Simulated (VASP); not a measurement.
Input of a VASP 6.6.1 run:

Contents of POSCAR:

```
H6C2O
1.0
    6.7708090000      0.0000000000      0.0000000000
    0.0000000000      6.7708090000      0.0000000000
    0.0000000000      0.0000000000      6.7708090000
C O H
8 4 24
Direct
    0.6001350799      0.9191368417      0.7630845886
    0.4471696071      0.9140562081      0.6002827727
    1.0421206683      0.4282353852      0.5623552518
    0.9099503471      0.5068227445      0.7363226462
    0.5797534682      0.3112626571      0.2570446161
    0.3929663353      0.2933179772      0.1408398908
    0.1183019636      0.8792154675      0.1222601317
   -0.0989689711      0.8879145756      0.2222777219
    0.5104116805      0.7724040067      0.4284126166
    1.0008995971      0.4276150752      0.9204513080
    0.4020642142      0.4775795625      0.0344272006
   -0.1877175977      0.7018659070      0.1649581313
    0.4554108674      0.8318208356      0.2959912176
    0.2888871921      0.8381420891      0.6262471737
    0.4221652095      1.0584850348      0.5232609574
    0.5863405688      1.0682327621      0.8394122475
    0.5836082512      0.7865972884      0.8564116932
    0.7506636208      0.9295491868      0.6887803215
    0.9637696175      0.5325951448      1.0135273348
    0.9024918588      0.6786929007      0.7435005182
    0.7637935142      0.4593985741      0.7123225600
    1.0351347970      0.5141187707      0.4288113872
    1.1944067541      0.4266698411      0.6026015503
    0.9867653924      0.2855050261      0.5299219045
    0.2763333008      0.5157729305     -0.0227890050
    0.3501649507      0.1660658276      0.0537749625
    0.2450814962      0.2952232148      0.2227060311
    0.6564798977      0.1931231556      0.3312307289
    0.6847630763      0.3635163833      0.1291426180
    0.5522530616      0.4419560499      0.3256331703
   -0.2870705701      0.6503358757      0.2620070955
   -0.0954686508      0.9061841798      0.3808259840
   -0.1610295018      1.0210596695      0.1509568502
    0.2274912791      0.8858173373      0.2405620953
    0.1221862853      0.7317737068      0.0638180755
    0.1448275974      1.0247962983      0.0035150896
```

INCAR.step1

```
PREC     = Accurate       # precision mode
ENCUT    = 580            # plane-wave cutoff, eV
ISMEAR   = -1             # smearing method
SIGMA    = 0.05           # smearing width, eV
LREAL    = Auto         
LASPH    = True           # aspherical terms in the spheres
NELM     = 120            # most SCF steps
NBANDS   = 64             # bands
GGA      = PE             # functional
ALGO     = Normal         # electronic algorithm
EDIFF    = 1E-5           # SCF threshold, eV
LWAVE    = True           # write WAVECAR
LCHARG   = False          # write CHGCAR
GGA_COMPAT= False
```

INCAR.step2

```
PREC     = Accurate       # precision mode
ENCUT    = 580            # plane-wave cutoff, eV
EDIFF    = 1E-6           # SCF threshold, eV
ISMEAR   = -1             # smearing method
SIGMA    = 0.05           # smearing width, eV
LREAL    = Auto         
LASPH    = True           # aspherical terms in the spheres
NELM     = 120            # most SCF steps
ALGO     = Normal         # electronic algorithm
ISIF     = 2              # what is computed and relaxed
LWAVE    = False          # write WAVECAR
LCHARG   = True           # write CHGCAR
METAGGA  = R2SCAN         # meta-GGA
LMIXTAU  = True         
IVDW     = 12             # dispersion correction
VDW_S6   = 1.0          
VDW_S8   = 0.78981345   
VDW_A1   = 0.49484001   
VDW_A2   = 5.73083694   
LELF     = True           # ELF
LVHAR    = True         
NBANDS   = 64             # bands
ISTART   = 1            
GGA_COMPAT= False
```

File KPOINTS:

```
regular mesh
0
Gamma
  1 1 1
```

Potentials or basis: VASP PAW PBE potentials, release 64 (C, O, H).

Launch:

```console
$ cat potpaw_PBE.64/C/POTCAR potpaw_PBE.64/O/POTCAR potpaw_PBE.64/H/POTCAR > POTCAR
$ cp INCAR.step1 INCAR
$ mpirun -np 1 vasp_gam > vasp.out
$ cp INCAR.step2 INCAR
$ mpirun -np 1 vasp_gam > vasp.out
```

Q: What does it give for the largest force?

A: 4.449 eV/Å.

Q: Predict the pressure.

A: -3.8 GPa.

Q: Estimate the band gap on the k mesh.

A: 5.61 eV.

Forces in eV/Å, atoms in the order of the input:
```
C    0.101  1.054 -0.767
C   -2.257 -1.533 -2.705
C   -1.209  1.290  1.075
C    3.101  1.508 -0.382
C    1.787 -1.095 -3.924
C   -2.813  0.757  0.513
C   -1.260  2.963 -0.162
C    1.643 -0.158 -1.980
O   -0.743  1.990 -1.095
O   -1.107  1.308 -1.068
O    0.140  0.109 -0.614
O   -0.484  0.156  0.778
H    1.112 -1.195  2.837
H    2.190  1.506  0.612
H    0.146 -0.667  0.781
H   -0.096 -1.475 -0.108
H    0.488  0.656  0.077
H   -1.059 -0.340  0.614
H   -0.437 -0.695  0.335
H    0.425 -2.016  0.001
H   -1.493 -0.671  0.287
H   -0.406  0.426 -0.321
H    0.801 -0.219  0.463
H    0.062 -1.240 -0.347
H   -0.190 -0.809 -0.006
H    1.344 -0.294 -0.916
H    1.233  0.296  0.461
H   -0.484 -0.192  0.436
H   -0.704 -0.965  1.527
H   -0.020  2.135  2.512
H    0.927  1.122 -0.697
H    0.074 -0.064  0.327
H   -0.708 -0.655  0.291
H    0.003  0.282 -0.219
H    0.512  0.099 -0.783
H   -0.622 -3.377  2.167
```

Caveat: the k points lie up to 0.93 Å⁻¹ apart; the PAW data sets were made with another functional, which shifts forces and pressure a little.
